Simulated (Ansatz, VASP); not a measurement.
**One calculation of Pb3O2, two programs**

```xyz
5
Lattice="6.7299 0.0000 0.0000 -3.3649 5.8282 0.0000 0.0000 0.0000 3.5869" Properties=species:S:1:pos:R:3 pbc="T T T"
Pb    3.3649    0.0000    2.9188
Pb   -1.6825    2.9141    2.9188
Pb    1.6825    2.9141    2.9188
O     3.3649    1.9427    1.4031
O     0.0000    3.8855    1.4031
```

Alike in both runs: functional PBE; k mesh 3 × 3 × 4; occupations gaussian, width 0.1 eV; no spin polarisation.

Ansatz relaxed the structure, and its values are those at the end. VASP's run is a single point on that final structure, the one shown.

```csv
,VASP,Ansatz
version,VASP 6.6.1,Ansatz 0.2.0
potentials or method,"VASP PAW PBE potentials, release 64 (Pb_d, O), cutoff 520 eV","scalar-relativistic, plane waves, PAW"
valence electrons in the cell,54,54
```

Ansatz gave:

```
gap on the k mesh at the Fermi level (eV) : none
pressure (GPa)                            : 0.0
rms of the force components (eV/Å)        : 0.003
```

Which values does VASP return?

gap on the k mesh at the Fermi level (eV): none; pressure (GPa): 0.0; rms of the force components (eV/Å): 0.006.

A gap of «none» marks a metal or a gap that the smearing closes.

The k mesh is coarse, so the values compare programs but aren't converged. Spin-orbit coupling is off throughout.
